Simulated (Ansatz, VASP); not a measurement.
**NiO: VASP beside Ansatz**

INCAR

```
PREC = Accurate ; ENCUT = 520
EDIFF = 1E-6 ; ISMEAR = 0
SIGMA = 0.1 ; LREAL = F
LASPH = T ; NELM = 150
ALGO = Normal ; ISIF = 2
LWAVE = F ; LCHARG = F
ISPIN = 2 ; MAGMOM = 1.6 0.32
LORBIT = 11 ; LMAXMIX = 4
GGA = PE ; NBANDS = 19
```

File KPOINTS:

```
regular mesh
0
Gamma
  18 18 18
```

The input POSCAR:

```
NiO
1.0
    0.0000000000      2.0651401058      2.0651401058
    2.0651401058      0.0000000000      2.0651401058
    2.0651401058      2.0651401058      0.0000000000
Ni O
1 1
Direct
    0.0000000000      0.0000000000      0.0000000000
    0.5000000000      0.5000000000      0.5000000000
```

Input for Ansatz:

```yaml
crystal:
  lattice:
    - [0.0, 2.0651401058, 2.0651401058]
    - [2.0651401058, 0.0, 2.0651401058]
    - [2.0651401058, 2.0651401058, 0.0]
  atoms:
    - { symbol: Ni, position: [0.0, 0.0, 0.0], spin: 1.6 }
    - { symbol: O, position: [0.5, 0.5, 0.5], spin: 0.32 }
basis:
  ecutwfc: 420
kpoints:
  mp_grid: { grid: [18, 18, 18] }
hamiltonian:
  xc: pbe
scf:
  occupations: { method: gaussian, width: 0.1 }
output:
  forces: true
  stress: true
  eigenvalues: true
  populations: true
  write_density: true
  write_potential: true
  elf: true
  volumetric_format: npy
magnetization:
  spin_polarized: true
```

Alike in both runs: task single point; functional PBE; k mesh 18 × 18 × 18; occupations gaussian, width 0.1 eV; collinear spin.

|  | VASP | Ansatz |
| --- | --- | --- |
| version | VASP 6.6.1 | Ansatz 0.2.0 |
| potentials or method | VASP PAW PBE potentials, release 64 (Ni, O), cutoff 520 eV | scalar-relativistic, plane waves, PAW |
| valence electrons in the cell | 16 | 24 |

Ansatz gave:

| Property | Result |
| --- | --- |
| gap on the k mesh at the Fermi level (eV) | none |
| pressure (GPa) | 11.6 |
| net moment per atom (μB) | 0.82 |
| size of the moment on the site where the two differ most (μB) | 0.25 |

Q: Estimate VASP's values.

A: gap on the k mesh at the Fermi level (eV): none; pressure (GPa): 11.3; net moment per atom (μB): 0.80; size of the moment on the site where the two differ most (μB): 0.23.

Site moments also hang on the region over which each program counts them. A gap of «none» marks a metal or a gap that the smearing closes. The functional is the same, so the differences come from potentials, cutoffs and numerics. VASP's potentials hold 16 valence electrons a cell and Ansatz's 24, so a difference there can come from the potentials and not from the codes.
